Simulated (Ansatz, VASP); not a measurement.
# W: VASP beside Ansatz

```
W
1.0
    -1.59771    1.59771    1.59771
     1.59771   -1.59771    1.59771
     1.59771    1.59771   -1.59771
W
1
Direct
  0.00000 0.00000 0.00000
```

Alike in both runs: functional LDA; k mesh 18 × 18 × 18; occupations fermi-dirac, width 0.05 eV; no spin polarisation.

Ansatz relaxed the structure, and its values are those at the end. VASP's run is a single point on that final structure, the one shown.

|  | VASP | Ansatz |
| --- | --- | --- |
| version | VASP 6.6.1 | Ansatz 0.2.0 |
| potentials or method | VASP PAW LDA potentials, release 64 (W_sv), cutoff 520 eV | all-electron LAPW, non-relativistic |

VASP gave:

| Property | Result |
| --- | --- |
| pressure (GPa) | -15.4 |

Problem. Which values does Ansatz return?

Solution. Pressure (GPa): 0.0.

LDA's correlation is that of Perdew and Zunger in VASP and of Perdew and Wang (1992) in Ansatz. One of these differences is far larger than is usual between the two programs; its cause wasn't traced. Ansatz ran all-electron here, and VASP with PAW potentials.

Spin-orbit coupling is off throughout.
